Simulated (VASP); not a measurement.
Set up this calculation in VASP 6.6.1, as the native input.

| Item | Value |
| --- | --- |
| Task | single point |
| Functional | PBEsol |
| Potentials or basis | VASP PAW PBE potentials, release 64 (Be, Zn, Se) |
| Cutoff | 520 eV |
| k mesh | 6 × 6 × 4 |
| Occupations | gaussian, width 0.02 eV |
| Spin | no spin polarisation |
| Dipole correction | no |
| Further INCAR settings | ALGO = Normal; EDIFF = 1e-07; NBANDS = 41 |

The structure of Be5ZnSe6 lies in POSCAR:

```
Be5ZnSe6
1.0
    6.4350307229     -0.0000000289      0.0000000000
   -3.2175153365      5.5729000946      0.0000000000
    0.0000000000      0.0000000000      6.1184260000
Be Zn Se
5 1 6
Direct
    0.6600310000      0.0000000000      0.0054280000
    0.3399690000      0.3399690000      0.0054280000
    0.0000000000      0.6600310000      0.0054280000
    0.6666666667      0.3333333333      0.5046050000
    0.3333333333      0.6666666667      0.5046050000
    0.0000000000      0.0000000000      0.5076370000
    0.6418190000      0.0000000000      0.3729420000
    0.3581810000      0.3581810000      0.3729420000
    0.0000000000      0.6418190000      0.3729420000
    0.0000000000      0.0000000000      0.9081050000
    0.6666666667      0.3333333333      0.8749690000
    0.3333333333      0.6666666667      0.8749690000
```

The input as run:

INCAR

```
PREC     = Accurate       # precision mode
ENCUT    = 520            # plane-wave cutoff, eV
EDIFF    = 1E-7           # SCF threshold, eV
ISMEAR   = 0              # smearing method
SIGMA    = 0.02           # smearing width, eV
LREAL    = False          # projectors in reciprocal space
LASPH    = True           # aspherical terms in the spheres
NELM     = 60             # most SCF steps
ALGO     = Normal         # electronic algorithm
ISIF     = 2              # what is computed and relaxed
LWAVE    = False          # write WAVECAR
LCHARG   = False          # write CHGCAR
GGA      = PS             # functional
NBANDS   = 41             # bands
```

KPOINTS

```
Automatic mesh
0
Gamma
  6 6 4
```

Potentials or basis: VASP PAW PBE potentials, release 64 (Be, Zn, Se).

Run with:

```bash
$ cat potpaw_PBE.64/Be/POTCAR potpaw_PBE.64/Zn/POTCAR potpaw_PBE.64/Se/POTCAR > POTCAR
$ mpirun -np 1 vasp_std > vasp.out
```

Results of the run:

```
Pressure               : -2.1 GPa
Largest force          : 0.103 eV/Å
Band gap on the k mesh : 2.87 eV (least direct gap 3.16 eV)
```

Caveat: the PAW data sets were made with another functional, which shifts forces and pressure a little.

Run time: 3.9 min on 1 thread of Intel(R) Xeon(R) Platinum 8488C (Sapphire Rapids), on a shared host, peak memory 0.43 GiB.
